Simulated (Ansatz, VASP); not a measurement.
**One calculation of MgO2, two programs**

File POSCAR:

```
MgO2
1.0
    1.6849990668      0.9728346648      3.3192799312
   -1.6849990668      0.9728346648      3.3192799312
    0.0000000000     -1.9456693296      3.3192799312
Mg O
1 2
Direct
    0.0000000000      0.0000000000      0.0000000000
    0.4287860000      0.4287860000      0.4287860000
    0.5712140000      0.5712140000      0.5712140000
```

INCAR.step1

```
  ALGO = Normal
  EDIFF = 1E-4
  ENCUT = 520
  GGA = PE
  ISMEAR = 0
  LASPH = True
  LCHARG = False
  LREAL = False
  LWAVE = True
  NBANDS = 14
  NELM = 100
  PREC = Accurate
  SIGMA = 0.05
```

Contents of INCAR.step2:

```
  ALGO = Normal
  EDIFF = 1E-7
  ENCUT = 520
  ISIF = 2
  ISMEAR = 0
  ISTART = 1
  LASPH = True
  LCHARG = True
  LELF = True
  LMIXTAU = True
  LREAL = False
  LVHAR = True
  LWAVE = False
  METAGGA = R2SCAN
  NBANDS = 14
  NELM = 100
  PREC = Accurate
  SIGMA = 0.05
```

The input KPOINTS:

```
k-points
0
Gamma
  12 12 12
```

Input for Ansatz:

```yaml
crystal:
  lattice:
    - [1.6849990668, 0.9728346648, 3.3192799312]
    - [-1.6849990668, 0.9728346648, 3.3192799312]
    - [0.0, -1.9456693296, 3.3192799312]
  atoms:
    - { symbol: Mg, position: [0.0, 0.0, 0.0] }
    - { symbol: O, position: [0.428786, 0.428786, 0.428786] }
    - { symbol: O, position: [0.571214, 0.571214, 0.571214] }
basis:
  ecutwfc: 500
kpoints:
  mp_grid: { grid: [12, 12, 12] }
hamiltonian:
  xc: r2scan
scf:
  occupations: { method: gaussian, width: 0.05 }
output:
  forces: true
  stress: true
  eigenvalues: true
```

Change from the starting cell: strain +0.050 along x and y, -0.050 along z, atoms carried along.

Alike in both runs: task single point; functional r2SCAN; k mesh 12 × 12 × 12; occupations gaussian, width 0.05 eV; no spin polarisation.

|  | VASP | Ansatz |
| --- | --- | --- |
| version | VASP 6.6.1 | Ansatz 0.2.0 |
| potentials or method | VASP PAW PBE potentials, release 64 (Mg, O), cutoff 520 eV | scalar-relativistic, plane waves, PAW |
| valence electrons in the cell | 14 | 22 |

Ansatz gave:

| Quantity | Value |
| --- | --- |
| gap on the k mesh at the Fermi level (eV) | 3.41 |
| least direct gap on the mesh (eV) | 3.63 |
| pressure (GPa) | -4.4 |
| traceless stress, the component that is largest in VASP (GPa) | 23.05 |
| rms of the force components (eV/Å) | 1.015 |

Q: What did VASP give for the same quantities?

A: gap on the k mesh at the Fermi level (eV): 3.38; least direct gap on the mesh (eV): 3.61; pressure (GPa): -4.5; traceless stress, the component that is largest in VASP (GPa): 24.98; rms of the force components (eV/Å): 1.187.

VASP's potentials were made for PBE, not for r2SCAN. Atom by atom the forces differ by 0.172 eV/Å (rms over components). VASP's potentials hold 14 valence electrons a cell and Ansatz's 22, so a difference there can come from the potentials and not from the codes.
